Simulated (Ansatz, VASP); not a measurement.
**Os: VASP beside Ansatz**

File POSCAR:

```
Os
1.0
    2.7393806551      0.0000000000      0.0000000000
   -1.3696903275      2.3723732379      0.0000000000
    0.0000000000      0.0000000000      4.3138178725
Os
2
Direct
    0.3333333333      0.6666666667      0.2500000000
    0.6666666667      0.3333333333      0.7500000000
```

The input INCAR.step1:

```
PREC = Accurate
ENCUT = 520
ISMEAR = 1
SIGMA = 0.6
LREAL = F
LASPH = T
NELM = 60
NBANDS = 15
GGA = PE
ALGO = Normal
EDIFF = 1E-4
LWAVE = T
LCHARG = F
```

INCAR.step2

```
PREC = Accurate
ENCUT = 520
EDIFF = 1E-6
ISMEAR = 1
SIGMA = 0.6
LREAL = F
LASPH = T
NELM = 60
ALGO = Normal
ISIF = 2
LWAVE = F
LCHARG = F
METAGGA = R2SCAN
LMIXTAU = T
NBANDS = 15
ISTART = 1
```

Contents of KPOINTS:

```
Automatic mesh
0
Gamma
  13 13 7
```

Input for Ansatz:

```yaml
crystal:
  lattice:
    - [2.7393806551, 0.0, 0.0]
    - [-1.3696903275, 2.3723732379, 0.0]
    - [0.0, 0.0, 4.3138178725]
  atoms:
    - { symbol: Os, position: [0.3333333333, 0.6666666667, 0.25] }
    - { symbol: Os, position: [0.6666666667, 0.3333333333, 0.75] }
hamiltonian:
  xc: r2scan
  pseudopotentials:
    kind: paw
    azcp:
      Os: "pseudopotentials/Os.paw.azcp"
basis:
  ecutwfc: 500
  fft_grid_basis: typed
kpoints:
  mp_grid: { grid: [13, 13, 7], shift: [0, 0, 0] }
magnetization:
  spin_polarized: false
scf:
  occupations: { method: cold, width: 0.6 }
  lower_state_search: "off"
output:
  stress: true
```

Alike in both runs: task single point; functional r2SCAN; k mesh 13 × 13 × 7; no spin polarisation.

|  | VASP | Ansatz |
| --- | --- | --- |
| version | VASP 6.6.1 | Ansatz 0.2.0 |
| potentials or method | VASP PAW PBE potentials, release 64 (Os), cutoff 520 eV | plane waves (500 eV) with PAW, scalar-relativistic |
| occupations | methfessel-paxton of order 1, width 0.6 eV | cold, width 0.6 eV |
| valence electrons in the cell | 16 | 32 |

VASP gave:

- pressure (GPa): 0.8
- traceless stress, the component that is largest in VASP (GPa): 0.09

Question: Estimate Ansatz's values.

Answer: Pressure (GPa): -0.2; traceless stress, the component that is largest in VASP (GPa): 0.10.

VASP's potentials were made for PBE, not for r2SCAN. VASP's potentials hold 16 valence electrons a cell and Ansatz's 32, so a difference there can come from the potentials and not from the codes.

Spin-orbit coupling is off throughout.
